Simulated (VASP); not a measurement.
# CaSe (Fm-3m) in VASP: a series of runs

Runs on CaSe. Level: PBEsol. Tasks: elastic constants.

Program: VASP 6.6.1. These are calculated values, not measurements. Logs are shortened: lines on timing, memory, paths and dates and some standing lists are left out, and cuts for length are marked.

## (1) The cell of the first run

It takes space group Fm-3m (No. 225, cubic). Conventional cell: a = 5.502 Å, b = 5.502 Å, c = 5.502 Å, α = 90.00°, β = 90.00°, γ = 90.00°. Within 3.6 Å of Ca (site symmetry m-3m) lie 6 Se at 2.75 Å. Se (site symmetry m-3m) has 6 Ca at 2.75 Å within 3.6 Å.

## (2) Elastic constants, PBEsol

Contents of INCAR:

```
PREC     = Accurate       # precision mode
ENCUT    = 600            # plane-wave cutoff, eV
EDIFF    = 1E-8           # SCF threshold, eV
ISMEAR   = 0              # smearing method
SIGMA    = 0.01           # smearing width, eV
LREAL    = F              # projectors in reciprocal space
LASPH    = T              # aspherical terms in the spheres
NELM     = 80             # most SCF steps
ALGO     = Normal         # electronic algorithm
ISIF     = 3              # what is computed and relaxed
LWAVE    = F              # write WAVECAR
LCHARG   = F              # write CHGCAR
GGA      = PS             # functional
IBRION   = 6              # ionic algorithm
NFREE    = 2            
POTIM    = 0.015          # step
NSW      = 1              # ionic steps
```

Contents of KPOINTS:

```
regular mesh
0
Gamma
  8 8 8
```

Contents of POSCAR:

```
CaSe
1.0
    0.0000000000      2.7509506442      2.7509506442
    2.7509506442      0.0000000000      2.7509506442
    2.7509506442      2.7509506442      0.0000000000
Ca Se
1 1
Direct
    0.0000000000      0.0000000000      0.0000000000
    0.5000000000      0.5000000000      0.5000000000
```

Potentials or basis: VASP PAW PBE potentials, release 64 (Ca_sv, Se).

The run is started by

```sh
$ cat potpaw_PBE.64/Ca_sv/POTCAR potpaw_PBE.64/Se/POTCAR > POTCAR
$ mpirun -np 1 vasp_std > vasp.out
```

OUTCAR:

```text
PREC = Accurate
   ENCUT = 600
   EDIFF = 1E-8
   ISMEAR = 0
   LREAL = F
   LASPH = T
   NELM = 80
   ISIF = 3
   GGA = PS
   IBRION = 6
   NFREE = 2
   POTIM = 0.015
   NSW = 1

 ion  position               nearest neighbor table
   1  0.000  0.000  0.000-   2 2.75   2 2.75   2 2.75   2 2.75   2 2.75   2 2.75
   2  0.500  0.500  0.500-   1 2.75   1 2.75   1 2.75   1 2.75   1 2.75   1 2.75

  LATTYP: Found a face centered cubic cell.
 ALAT       =     5.5019012884

  Lattice vectors:

 A1 = (   0.0000000000,   2.7509506442,   2.7509506442)
 A2 = (   2.7509506442,   0.0000000000,   2.7509506442)
 A3 = (   2.7509506442,   2.7509506442,   0.0000000000)

Analysis of symmetry for initial positions (statically):
=====================================================================
 Subroutine PRICEL returns:
 Original cell was already a primitive cell.

 Routine SETGRP: Setting up the symmetry group for a
 face centered cubic supercell.

 Subroutine GETGRP returns: Found 48 space group operations
 (whereof 48 operations were pure point group operations)
 out of a pool of 48 trial point group operations.

The static configuration has the point symmetry O_h .

Analysis of symmetry for dynamics (positions and initial velocities):
=====================================================================
 Subroutine PRICEL returns:
 Original cell was already a primitive cell.

 Routine SETGRP: Setting up the symmetry group for a
 face centered cubic supercell.

 Subroutine GETGRP returns: Found 48 space group operations
 (whereof 48 operations were pure point group operations)
 out of a pool of 48 trial point group operations.

The dynamic configuration has the point symmetry O_h .

 Subroutine INISYM returns: Found 48 space group operations
 (whereof 48 operations are pure point group operations),
 and found     1 'primitive' translations

[... 691 lines left out ...]
      3     -16.1416      2.00000
      4     -16.0981      2.00000
      5      -7.4863      2.00000
      6       0.3790      2.00000
      7       1.8462      2.00000
      8       2.2968      2.00000
      9       8.6192      0.00000
     10       8.9502      0.00000
     11      10.2907      0.00000
     12      10.8489      0.00000

 [... further k-points ...]

------------------------ aborting loop because EDIFF is reached ----------------------------------------

  FORCE on cell =-STRESS in cart. coord.  units (eV):
  Direction    XX          YY          ZZ          XY          YZ          ZX
  --------------------------------------------------------------------------------------
  -------------------------------------------------------------------------------------
  Total        4.0224185      4.0135439      4.0135439      0.0000000      0.0000000     -0.0000000
  in kB      154.7816413    154.4401459    154.4401459      0.0000000      0.0000000     -0.0000000
  external PRESSURE =     154.5539777 kB  Pullay stress =       0.0000000 kB
[... 17 lines left out ...]
  FREE ENERGIE OF THE ION-ELECTRON SYSTEM (eV)
  ---------------------------------------------------
  free  energy   TOTEN  =        -9.7022177120 eV

  energy  without entropy=       -9.7022177120  energy(sigma->0) =       -9.70221771

 INTERNAL STRAIN TENSORS FROM STRAINED CELLS
 ============================================

 INTERNAL STRAIN TENSOR FOR ION    1 for displacements in x,y,z  (eV/Angst):
          X           Y           Z          XY          YZ          ZX
  --------------------------------------------------------------------------------
  x     0.00000     0.00000    -0.00000     0.00000    -0.00000     0.00000
  y     0.00000     0.00000     0.00000     0.00000    -0.00000    -0.00000
  z    -0.00000     0.00000     0.00000    -0.00000     0.00000     0.00000

 INTERNAL STRAIN TENSORS FROM DISPLACED ATOMS
 ============================================

 INTERNAL STRAIN TENSOR FOR ION    1 for displacements in x,y,z  (eV/Angst):
          X           Y           Z          XY          YZ          ZX
  --------------------------------------------------------------------------------
  x     0.00000     0.00000     0.00000     0.00000     0.00000     0.00000
  y     0.00000     0.00000     0.00000     0.00000     0.00000     0.00000
  z     0.00000     0.00000     0.00000     0.00000     0.00000     0.00000

 INTERNAL STRAIN TENSOR FOR ION    2 for displacements in x,y,z  (eV/Angst):
          X           Y           Z          XY          YZ          ZX
  --------------------------------------------------------------------------------
  x     0.00000     0.00000     0.00000     0.00000     0.00000     0.00000
  y     0.00000     0.00000     0.00000     0.00000     0.00000     0.00000
  z     0.00000     0.00000     0.00000     0.00000     0.00000     0.00000

 Eigenvectors and eigenvalues of the dynamical matrix
 ----------------------------------------------------

   1 f  =    7.824438 THz    49.162396 2PiTHz  260.995167 cm-1    32.359262 meV
             X         Y         Z           dx          dy          dz
      0.000000  0.000000  0.000000    -0.575921   -0.575921    0.000000
      2.750951  2.750951  2.750951     0.410263    0.410263    0.000000
[... 21 lines left out ...]
   6 f/i=    0.000428 THz     0.002692 2PiTHz    0.014292 cm-1     0.001772 meV
             X         Y         Z           dx          dy          dz
      0.000000  0.000000  0.000000    -0.035216   -0.108017    0.568966
      2.750951  2.750951  2.750951    -0.049436   -0.151632    0.798707

--------------------------------------------------------------------------------------------------------

 ELASTIC MODULI CONTR FROM IONIC RELAXATION (kBar)
 Direction    XX          YY          ZZ          XY          YZ          ZX
 --------------------------------------------------------------------------------
 XX           0.0000      0.0000      0.0000      0.0000      0.0000      0.0000
 YY           0.0000      0.0000      0.0000      0.0000      0.0000      0.0000
 ZZ           0.0000      0.0000      0.0000      0.0000      0.0000      0.0000
 XY           0.0000      0.0000      0.0000      0.0000      0.0000      0.0000
 YZ           0.0000      0.0000      0.0000      0.0000      0.0000      0.0000
 ZX           0.0000      0.0000      0.0000      0.0000      0.0000      0.0000
 --------------------------------------------------------------------------------

 TOTAL ELASTIC MODULI (kBar)
 Direction    XX          YY          ZZ          XY          YZ          ZX
 --------------------------------------------------------------------------------
 XX        2511.3010    163.2803    163.2803      0.0000     -0.0000     -0.0000
 YY         163.2803   2511.3010    163.2803      0.0000     -0.0000     -0.0000
 ZZ         163.2803    163.2803   2511.3010     -0.0000      0.0000      0.0000
 XY           0.0000      0.0000     -0.0000    270.2132      0.0000      0.0000
 YZ          -0.0000     -0.0000      0.0000      0.0000    270.2132      0.0000
 ZX          -0.0000     -0.0000      0.0000      0.0000      0.0000    270.2132
 --------------------------------------------------------------------------------
```

OSZICAR:

```text
N       E                     dE             d eps       ncg     rms          rms(c)
DAV:   1     0.117121492880E+03    0.11712E+03   -0.86509E+03   696   0.141E+03
DAV:   2    -0.399275981442E+01   -0.12111E+03   -0.11566E+03   764   0.309E+02
DAV:   3    -0.954685920432E+01   -0.55541E+01   -0.53979E+01   932   0.605E+01
[... 202 lines left out ...]
DAV:   4    -0.970221642369E+01    0.31058E-04   -0.15317E-04  1764   0.784E-02    0.148E-02
DAV:   5    -0.970221775020E+01   -0.13265E-05   -0.16569E-05  1724   0.330E-02    0.899E-03
DAV:   6    -0.970221775721E+01   -0.70152E-08   -0.75806E-07  1860   0.920E-03    0.495E-03
DAV:   7    -0.970221771272E+01    0.44493E-07   -0.12639E-07  1768   0.396E-03    0.990E-04
DAV:   8    -0.970221771200E+01    0.71668E-09   -0.25931E-08  1660   0.185E-03
  17 F= -.97022177E+01 E0= -.97022177E+01  d E =-.143742E-19
```

It took 12 min on 1 thread of Oxide Virtual Turin-like, shared host; peak memory 0.29 GiB.

What came out:

```
Elastic constants C11, C12, C44                         : 251, 16, 27 GPa
Voigt bulk modulus                                      : 95 GPa
Highest phonon frequency at Γ, LO-TO splitting left out : 261 cm⁻¹
```

Phonon frequencies in cm⁻¹ (negative: imaginary):
```tsv
q point	frequencies
(0.000, 0.000, 0.000)	0 0 0 261 261 261
```

Elastic tensor in Voigt notation (GPa, in the Cartesian axes of the cell as first typed):
```
251  16  16   0   0   0
 16 251  16   0   0   0
 16  16 251   0   0   0
  0   0   0  27   0   0
  0   0   0   0  27   0
  0   0   0   0   0  27
```

Clamped-ion elastic tensor (GPa):
```
251  16  16   0   0   0
 16 251  16   0   0   0
 16  16 251   0   0   0
  0   0   0  27   0   0
  0   0   0   0  27   0
  0   0   0   0   0  27
```

Caveat: the cell is under stress, which shifts elastic constants; the PAW data sets were made with another functional, which shifts forces and pressure a little.

[end of part 1 of 2]
